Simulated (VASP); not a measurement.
# LiH (I4/mmm) in VASP: notebook, part 2 of 2

VASP 6.6.1. The steps go on from the part before.

## 4. Single point, PBE (strain -0.040 along x and y, +0.040 along z)

INCAR reads:

```
SYSTEM = LiH
PREC = Accurate
ENCUT = 520
EDIFF = 1E-6
ISMEAR = 0
SIGMA = 0.05
LREAL = .FALSE.
LASPH = .TRUE.
NELM = 60
ALGO = Normal
ISIF = 2
LWAVE = .FALSE.
LCHARG = .FALSE.
GGA = PE
NBANDS = 9
```

KPOINTS reads:

```
regular mesh
0
G
  10 10 10
  0 0 0
```

POSCAR reads:

```
LiH
1.0
    0.0000000000      1.9512000000      2.1138000000
    1.9512000000      0.0000000000      2.1138000000
    1.9512000000      1.9512000000      0.0000000000
Li H
1 1
Direct
    0.0000000000      0.0000000000      0.0000000000
    0.5000000000      0.5000000000      0.5000000000
```

Potentials or basis: VASP PAW PBE potentials, release 64 (Li_sv, H).

Launch:

```bash
cat potpaw_PBE.64/Li_sv/POTCAR potpaw_PBE.64/H/POTCAR > POTCAR
mpirun -np 1 vasp_std > vasp.out
```

OUTCAR:

```text
SYSTEM = LiH
   PREC = Accurate
   ENCUT = 520
   EDIFF = 1E-6
   ISMEAR = 0
   LREAL = .FALSE.
   LASPH = .TRUE.
   NELM = 60
   ISIF = 2
   GGA = PE

 ion  position               nearest neighbor table
   1  0.000  0.000  0.000-
   2  0.500  0.500  0.500-

  LATTYP: Found a body centered tetragonal cell.
 ALAT       =     2.7594135029
 C/A-ratio  =     1.5320646926

  Lattice vectors:

 A1 = (  -1.9512000000,   0.0000000000,   2.1138000000)
 A2 = (   1.9512000000,   0.0000000000,   2.1138000000)
 A3 = (   0.0000000000,   1.9512000000,  -2.1138000000)

Analysis of symmetry for initial positions (statically):
=====================================================================
 Subroutine PRICEL returns:
 Original cell was already a primitive cell.

 Routine SETGRP: Setting up the symmetry group for a
 body centered tetragonal supercell.

 Subroutine GETGRP returns: Found 16 space group operations
 (whereof 16 operations were pure point group operations)
 out of a pool of 16 trial point group operations.

The static configuration has the point symmetry D_4h.

Analysis of symmetry for dynamics (positions and initial velocities):
=====================================================================
 Subroutine PRICEL returns:
 Original cell was already a primitive cell.

 Routine SETGRP: Setting up the symmetry group for a
 body centered tetragonal supercell.

 Subroutine GETGRP returns: Found 16 space group operations
 (whereof 16 operations were pure point group operations)
 out of a pool of 16 trial point group operations.

The dynamic configuration has the point symmetry D_4h.

 Subroutine INISYM returns: Found 16 space group operations
 (whereof 16 operations are pure point group operations),
 and found     1 'primitive' translations

----------------------------------------------------------------------------------------

                                     Primitive cell

  volume of cell :      16.0952

  direct lattice vectors                    reciprocal lattice vectors
     0.000000000  1.951200000  2.113800000    -0.256252563  0.256252563  0.236540827
     1.951200000  0.000000000  2.113800000     0.256252563 -0.256252563  0.236540827
     1.951200000  1.951200000  0.000000000     0.256252563  0.256252563 -0.236540827

  length of vectors
     2.876687658  2.876687658  2.759413503     0.432761267  0.432761267  0.432761267

  position of ions in fractional coordinates (direct lattice)
     0.000000000  0.000000000  0.000000000
     0.500000000  0.500000000  0.500000000

  ion indices of the primitive-cell ions
   primitive index   ion index
                 1           1
                 2           2

----------------------------------------------------------------------------------------

 KPOINTS: regular mesh

Automatic generation of k-mesh.
 Grid dimensions read from file:
 generate k-points for:   10   10   10

 Generating k-lattice:

  Cartesian coordinates                     Fractional coordinates (reciprocal lattice)
    -0.025625256  0.025625256  0.023654083     0.100000000  0.000000000  0.000000000
     0.025625256 -0.025625256  0.023654083     0.000000000  0.100000000  0.000000000
     0.025625256  0.025625256 -0.023654083     0.000000000  0.000000000  0.100000000

  Length of vectors
     0.043276127  0.043276127  0.043276127

  Shift w.r.t. Gamma in fractional coordinates (k-lattice)
     0.000000000  0.000000000  0.000000000

 Subroutine IBZKPT returns following result:
 ===========================================

 Found    102 irreducible k-points:

 Following reciprocal coordinates:
            Coordinates               Weight
  0.000000  0.000000  0.000000      1.000000
  0.100000  0.000000  0.000000      8.000000
  0.200000  0.000000  0.000000      8.000000
  0.300000  0.000000  0.000000      8.000000
  0.400000  0.000000  0.000000      8.000000
  0.500000  0.000000  0.000000      4.000000
[... 16 lines left out ...]
  0.300000  0.300000  0.000000      2.000000
  0.400000  0.300000  0.000000      8.000000
 [... further k-points ...]
   k-points           NKPTS =    102   k-points in BZ     NKDIM =    102   number of bands    NBANDS=      9
   number of dos      NEDOS =    301   number of ions     NIONS =      2
   total plane-waves  NPLWV =  13824
   dimension x,y,z NGX =    24 NGY =   24 NGZ =   24
   dimension x,y,z NGXF=    48 NGYF=   48 NGZF=   48
   ions per type =               1   1
   NGX,Y,Z   is equivalent  to a cutoff of  13.87, 13.87, 14.46 a.u.
   NGXF,Y,Z  is equivalent  to a cutoff of  27.74, 27.74, 28.92 a.u.
 SYSTEM =  LiH
   PREC   = accura    normal or accurate (medium, high low for compatibility)
   ISTART =      0    job   : 0-new  1-cont  2-samecut
   ICHARG =      2    charge: 1-file 2-atom 10-const
   ISPIN  =      1    spin polarized calculation?
   LNONCOLLINEAR =      F non collinear calculations
   LSORBIT =      F    spin-orbit coupling
   LASPH  =      T    aspherical Exc in radial PAW
   ENCUT  =  520.0 eV  38.22 Ry    6.18 a.u.   5.35  5.35  5.13*2*pi/ulx,y,z
   NELM   =     60;   NELMIN=  2; NELMDL= -5     # of ELM steps
   EDIFF  = 0.1E-05   stopping-criterion for ELM
   LREAL  =      F    real-space projection
   EDIFFG = 0.1E-04   stopping-criterion for IOM
   NSW    =      0    number of steps for IOM
   IBRION =     -1    ionic relax: 0-MD 1-quasi-New 2-CG
   NFREE  =      0    steps in history (QN), initial steepest desc. (CG)
   ISIF   =      2    stress and relaxation
   ISYM   =      2    0-nonsym 1-usesym 2-fastsym
   POTIM  = 0.5000    time-step for ionic-motion
   TEBEG  =    0.0;   TEEND  =   0.0 temperature during run
   PSTRESS=    0.0 pullay stress
   NELECT =       4.0000    total number of electrons
   NUPDOWN=      -1.0000    fix difference up-down
   EMIN   =  10.00;   EMAX   =-10.00  energy-range for DOS
   EFERMI =   0.00;   METHOD = LEGACY
   ISMEAR =     0;   SIGMA  =   0.05  broadening in eV -4-tet -1-fermi 0-gaus
   EFERMI_NEDOS =   21; number of points for ismear=-14 and -15
   IALGO  =     38    algorithm
   IMIX   =      4    mixing-type and parameters
     AMIX     =   0.40;   BMIX     =  1.00
     AMIX_MAG =   1.60;   BMIX_MAG =  1.00
  volume/ion in A,a.u.               =       8.05        54.31
  Fermi-wavevector in a.u.,A,eV,Ry     =   1.029269  1.945037 14.413947  1.059395
  Thomas-Fermi vector in A             =   2.163308
   LORBIT       =      0    0 simple, 1 ext, 2 COOP (PROOUT), +10 PAW based schemes
   GGA     = PE    functional components
   LHFCALC =     F    Hartree Fock is set to
   AEXX    =    0.0000 exact exchange contribution
   IVDW    =     0    specifies the selected vdW correction
   LEPSILON=     F    determine dielectric tensor
   LRPA    =     F    only Hartree local field effects (RPA)
 non-spin polarized calculation
 Gauss-broadening in eV      SIGMA  =   0.05
  energy-cutoff  :      520.00
  volume of cell :       16.10
 maximum number of plane-waves:       445
 NGX is ok and might be reduce to    24
   NGX = 11   NGY = 11   NGZ = 11

 number of electron       3.9999995 magnetization

 Free energy of the ion-electron system (eV)
  ---------------------------------------------------
  ext. energy  EPLUGINS =         0.00000000
  ---------------------------------------------------
  free energy    TOTEN  =        -6.11264986 eV

  energy without entropy =       -6.11264986  energy(sigma->0) =       -6.11264986

 E-fermi :   0.5736     XC(G=0):  -8.5050

 val. band max:        0.3008320872   @ k =   0.5000   0.0000   0.5000
 cond. band min:       2.4069819661   @ k =   0.5000   0.5000   0.0000
 fundamental gap:      2.1061498789
 Fermi energy:         0.5736390625

 k-point     1 :       0.0000    0.0000    0.0000
  band No.  band energies     occupation
      1     -44.1912      2.00000
      2      -5.3345      2.00000
      3      16.0203      0.00000
      4      17.8247      0.00000
      5      17.8247      0.00000
      6      18.4403      0.00000
      7      22.4761      0.00000
      8      22.9484      0.00000
      9      22.9484      0.00000

 k-point     2 :       0.1000    0.0000    0.0000
  band No.  band energies     occupation
      1     -44.1866      2.00000
      2      -5.1578      2.00000
      3      14.6061      0.00000
      4      16.9162      0.00000
      5      17.5846      0.00000
      6      17.7412      0.00000
      7      22.1254      0.00000
      8      23.4582      0.00000
      9      23.6916      0.00000
[... 253 lines left out ...]
 k-point    24 :       0.4000    0.3000    0.0000
  band No.  band energies     occupation
      1     -44.1487      2.00000
      2      -2.4315      2.00000
      3       5.9268      0.00000
      4      11.1156      0.00000
      5      12.6948      0.00000
      6      17.0168      0.00000
      7      18.3386      0.00000
      8      29.2561      0.00000
      9      31.2450      0.00000

 [... further k-points ...]
[... 5 lines left out ...]
  --------------------------------------------------------------------------------------
  -------------------------------------------------------------------------------------
  Total        0.1880677      0.1880677     -0.3388620      0.0000000      0.0000000      0.0000000
  in kB       18.7209303     18.7209303    -33.7315233      0.0000000      0.0000000      0.0000000
  external PRESSURE =       1.2367791 kB  Pullay stress =       0.0000000 kB

 VOLUME and BASIS-vectors are now :
 -----------------------------------------------------------------------------
  energy-cutoff  :      520.00
  volume of cell :       16.10
      direct lattice vectors                 reciprocal lattice vectors
     0.000000000  1.951200000  2.113800000    -0.256252563  0.256252563  0.236540827
     1.951200000  0.000000000  2.113800000     0.256252563 -0.256252563  0.236540827
     1.951200000  1.951200000  0.000000000     0.256252563  0.256252563 -0.236540827

 POSITION                                       TOTAL-FORCE (eV/Angst)
 -----------------------------------------------------------------------------------
      0.00000      0.00000      0.00000        -0.000000      0.000000      0.000000
      1.95120      1.95120      2.11380         0.000000      0.000000      0.000000
 -----------------------------------------------------------------------------------
    total drift:                                0.000000     -0.000000     -0.000000

  FREE ENERGIE OF THE ION-ELECTRON SYSTEM (eV)
  ---------------------------------------------------
  free  energy   TOTEN  =        -6.1126498575 eV

  energy  without entropy=       -6.1126498575  energy(sigma->0) =       -6.11264986
```

OSZICAR:

```text
N       E                     dE             d eps       ncg     rms          rms(c)
DAV:   1    -0.178312734903E+01   -0.17831E+01   -0.14093E+03  1852   0.411E+02
DAV:   2    -0.628090202299E+01   -0.44978E+01   -0.44721E+01  2556   0.550E+01
DAV:   3    -0.635946395391E+01   -0.78562E-01   -0.78509E-01  2250   0.558E+00
DAV:   4    -0.636050881298E+01   -0.10449E-02   -0.10446E-02  2589   0.424E-01
DAV:   5    -0.636051046658E+01   -0.16536E-05   -0.16535E-05  2205   0.172E-02    0.290E+00
DAV:   6    -0.617330169223E+01    0.18721E+00   -0.15258E-01  2083   0.121E+00    0.145E+00
DAV:   7    -0.611084025337E+01    0.62461E-01   -0.19676E-01  2166   0.155E+00    0.224E-01
DAV:   8    -0.611272510702E+01   -0.18849E-02   -0.44550E-03  2225   0.433E-01    0.441E-02
DAV:   9    -0.611265648270E+01    0.68624E-04   -0.16149E-04  2342   0.493E-02    0.640E-03
DAV:  10    -0.611265057514E+01    0.59076E-05   -0.65999E-06  2193   0.184E-02    0.250E-03
DAV:  11    -0.611264985745E+01    0.71769E-06   -0.20146E-07  1331   0.197E-03
   1 F= -.61126499E+01 E0= -.61126499E+01  d E =-.664835E-17
```

Run time: 8.5 s. Hardware: 1 thread of Intel Xeon 6975P-C, shared host; peak memory 0.14 GiB.

Results:

```yaml
Free_energy: -6.1126 eV
Band_gap_on_the_k_mesh: 2.11 eV, indirect (least direct gap 2.74 eV)
```

Caveat: the cell differs from its parent crystal (strain -0.040 along x and y, +0.040 along z); the cutoff is under 1.25 times the usual one of these potentials, so pressure, stress and relaxed cells hold a basis-set (Pulay) error. A k mesh can miss the band edges.

## 5. Single point, PBE (strain +0.000 along x and y, +0.080 along z)

INCAR reads:

```
PREC = Accurate
ENCUT = 520
EDIFF = 1E-6
ISMEAR = 0
SIGMA = 0.05
LREAL = False
LASPH = True
NELM = 60
ALGO = Normal
ISIF = 2
LWAVE = False
LCHARG = True
GGA = PE
LELF = True
LVHAR = True
NBANDS = 9
```

KPOINTS reads:

```
Automatic mesh
0
Gamma
  10 10 10
```

POSCAR reads:

```
LiH
1.0
    0.0000000000      2.0325000000      2.1951000000
    2.0325000000      0.0000000000      2.1951000000
    2.0325000000      2.0325000000      0.0000000000
Li H
1 1
Direct
    0.0000000000      0.0000000000      0.0000000000
    0.5000000000      0.5000000000      0.5000000000
```

Launch:

```bash
cat potpaw_PBE.64/Li_sv/POTCAR potpaw_PBE.64/H/POTCAR > POTCAR
mpirun -np 1 vasp_std > vasp.out
```

Run time: 9.7 s. Hardware: 1 thread of Intel Xeon 6975P-C, shared host; peak memory 0.14 GiB.

The run converged. Its results:

| Quantity | Value |
| --- | --- |
| Free energy | -6.0931 eV |
| Band gap on the k mesh | 2.28 eV, indirect (least direct gap 2.86 eV) |

Levels at points of the mesh, in eV from the valence-band top:
```tsv
k point	band 1	band 2	band 3	band 4	band 5	band 6	band 7
(0.00, 0.00, 0.00)	-44.61	-5.17	14.31	16.38	16.38	16.93	20.82
(0.50, 0.00, 0.00)	-44.58	-2.50	4.48	12.16	15.03	15.98	16.89
(0.50, 0.50, 0.00)	-44.57	-0.58	2.28	10.84	10.84	13.84	15.92
(0.50, 0.00, 0.50)	-44.57	0.00	3.19	9.42	10.05	12.78	15.32
```

Caveat: the cell differs from its parent crystal (strain +0.000 along x and y, +0.080 along z); the cutoff is under 1.25 times the usual one of these potentials, so pressure, stress and relaxed cells hold a basis-set (Pulay) error. A k mesh can miss the band edges.

## 6. Single point, PBE (strain +0.000 along x and y, +0.040 along z)

INCAR reads:

```
ALGO = Normal
EDIFF = 1E-7
ENCUT = 520
GGA = PE
ISIF = 2
ISMEAR = 0
LASPH = True
LCHARG = False
LREAL = False
LWAVE = False
NBANDS = 9
NELM = 60
PREC = Accurate
SIGMA = 0.05
```

KPOINTS reads:

```
k-points
0
Gamma
  10 10 10
```

POSCAR reads:

```
LiH
1.0
    0.0000000000      2.0325000000      2.1138000000
    2.0325000000      0.0000000000      2.1138000000
    2.0325000000      2.0325000000      0.0000000000
Li H
1 1
Direct
    0.0000000000      0.0000000000      0.0000000000
    0.5000000000      0.5000000000      0.5000000000
```

Potentials or basis: VASP PAW PBE potentials, release 64 (Li_sv, H).

Launch:

```bash
cat potpaw_PBE.64/Li_sv/POTCAR potpaw_PBE.64/H/POTCAR > POTCAR
mpirun -np 1 vasp_std > vasp.out
```

It took 11 s on 1 thread of Intel Xeon 6975P-C, shared host; peak memory 0.14 GiB.

It converged, with:

```yaml
Free_energy: -6.1125 eV
Band_gap_on_the_k_mesh: 2.62 eV, indirect (least direct gap 2.91 eV)
```

Levels at points of the mesh, in eV from the valence-band top:
```tsv
k point	band 1	band 2	band 3	band 4	band 5	band 6
(0.00, 0.00, 0.00)	-44.47	-5.22	14.94	16.89	16.89	17.20
(0.50, 0.00, 0.00)	-44.44	-2.50	4.64	12.79	15.44	16.05
(0.50, 0.50, 0.00)	-44.43	-0.29	2.62	10.73	10.73	13.78
(0.50, 0.00, 0.50)	-44.43	0.00	3.10	9.98	10.31	13.22
```

Caveat: the cell differs from its parent crystal (strain +0.000 along x and y, +0.040 along z); the cutoff is under 1.25 times the usual one of these potentials, so pressure, stress and relaxed cells hold a basis-set (Pulay) error.

## 7. Overview

| cell | gap on the mesh (eV) |
| --- | --- |
| a = 2.817, b = 2.817, c = 2.759 Å, angles 60.7, 60.7, 58.6°, 2 atoms | 2.48 |
| a = 2.817, b = 2.817, c = 2.874 Å, angles 59.3, 59.3, 61.3°, 2 atoms | 2.60 |
| a = 2.877, b = 2.877, c = 2.759 Å, angles 61.3, 61.3, 57.3°, 2 atoms | 2.11 |
| a = 2.992, b = 2.992, c = 2.874 Å, angles 61.3, 61.3, 57.4°, 2 atoms | 2.28 |
| a = 2.932, b = 2.932, c = 2.874 Å, angles 60.7, 60.7, 58.7°, 2 atoms | 2.62 |

Alike in all rows: task single point; level PBE; potentials or basis VASP PAW PBE potentials, release 64 (Li_sv, H); no spin polarisation; k mesh 10 × 10 × 10; cutoff (eV) 520; smearing gaussian 0.05 eV.

Caveats: the cutoff is under 1.25 times the usual one of these potentials, so pressure, stress and relaxed cells hold a basis-set (Pulay) error.

Total energies depend on the potentials used, so only differences within one code and one set of settings carry meaning.
